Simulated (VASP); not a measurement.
Write the native input for VASP 6.6.1 that does the following.

```yaml
Task: single point
Functional: PBEsol
Potentials_or_basis: VASP PAW PBE potentials, release 64 (Pt_sv_GW, S)
Cutoff: 570 eV
k_mesh: 9 × 9 × 5
Occupations: fermi-dirac, width 0.05 eV
Spin: no spin polarisation
Hubbard_terms: Pt d U = 3.0 eV
Dipole_correction: no
Further_INCAR_settings: ALGO = Normal; EDIFF = 1e-06; NBANDS = 22
```

The structure of PtS2 lies in POSCAR:

```
PtS2
1.0
    3.5432000000      0.0000000000      0.0000000000
   -1.7716000000      3.0685012107      0.0000000000
    0.0000000000      0.0000000000      5.0388000000
Pt S
1 2
Direct
    0.0000000000      0.0000000000      0.0000000000
    0.6666666667      0.3333333333      0.7730000000
    0.3333333333      0.6666666667      0.2270000000
```

The input as run:

INCAR

```
SYSTEM = PtS2
PREC = Accurate
ENCUT = 570
EDIFF = 1E-6
ISMEAR = -1
SIGMA = 0.05
LREAL = .FALSE.
LASPH = .TRUE.
NELM = 200
ALGO = Normal
ISIF = 2
LWAVE = .FALSE.
LCHARG = .TRUE.
LMAXMIX = 4
LDAU = .TRUE.
LDAUTYPE = 2
LDAUL = 2 -1
LDAUU = 3 0
LDAUJ = 0 0
LDAUPRINT = 1
GGA = PS
LELF = .TRUE.
LVHAR = .TRUE.
NBANDS = 22
GGA_COMPAT = .FALSE.
```

KPOINTS

```
Automatic mesh
0
G
  9 9 5
  0 0 0
```

Potentials or basis: VASP PAW PBE potentials, release 64 (Pt_sv_GW, S).

Command:

```bash
$ cat potpaw_PBE.64/Pt_sv_GW/POTCAR potpaw_PBE.64/S/POTCAR > POTCAR
$ mpirun -np 1 vasp_std > vasp.out
```

It gave:

```
Pressure               : 5.2 GPa
Largest force          : 0.956 eV/Å
Band gap on the k mesh : 1.00 eV (least direct gap 1.07 eV)
```

Caveat: the cell stands under pressure; the PAW data sets were made with another functional, which shifts forces and pressure a little; spin-orbit coupling is left out, which moves the levels of the heavy elements.

It took 3.1 min on 1 thread of AMD EPYC 7571 (shared host), peak memory 0.19 GiB.
